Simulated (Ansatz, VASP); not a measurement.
Zr3Si2: VASP beside Ansatz

```xyz
10
Lattice="7.0656 0.0000 0.0000 0.0000 7.0656 0.0000 0.0000 0.0000 3.6445" Properties=species:S:1:pos:R:3 pbc="T T T"
Zr    1.2328    4.7656    1.8222
Zr    5.8328    2.3000    1.8222
Zr    2.3000    1.2328    1.8222
Zr    4.7656    5.8328    1.8222
Zr    0.0000    0.0000    0.0000
Zr    3.5328    3.5328    0.0000
Si    4.3975    0.8648    0.0125
Si    2.6680    6.2008    0.0125
Si    6.2008    4.3975    0.0125
Si    0.8648    2.6680    0.0125
```

Change from the starting cell: all Si atoms moved +0.013 Å, as atom 7 along Cartesian [0 0 1].

Alike in both runs: task single point; functional PBEsol; k mesh 6 × 6 × 12; occupations gaussian, width 0.15 eV; no spin polarisation.

|  | VASP | Ansatz |
| --- | --- | --- |
| version | VASP 6.6.1 | Ansatz 0.2.0 |
| potentials or method | VASP PAW PBE potentials, release 64 (Zr_sv, Si), cutoff 520 eV | scalar-relativistic, plane waves, PAW |
| valence electrons in the cell | 88 | 88 |

|  | VASP | Ansatz | Ansatz less VASP |
| --- | --- | --- | --- |
| gap on the k mesh at the Fermi level (eV) | none | none | - |
| pressure (GPa) | 0.2 | 0.0 | -0.17 |
| traceless stress, the component that is largest in VASP (GPa) | 0.14 | 0.15 | +0.008 |
| rms of the force components (eV/Å) | 0.052 | 0.052 | -0.0003 |

VASP's potentials were made for PBE, not for PBEsol. Atom by atom the forces differ by 0.002 eV/Å (rms over components). A gap of «none» marks a metal or a gap that the smearing closes. With one functional, cell and mesh, what is left measures potentials, basis and numerics.
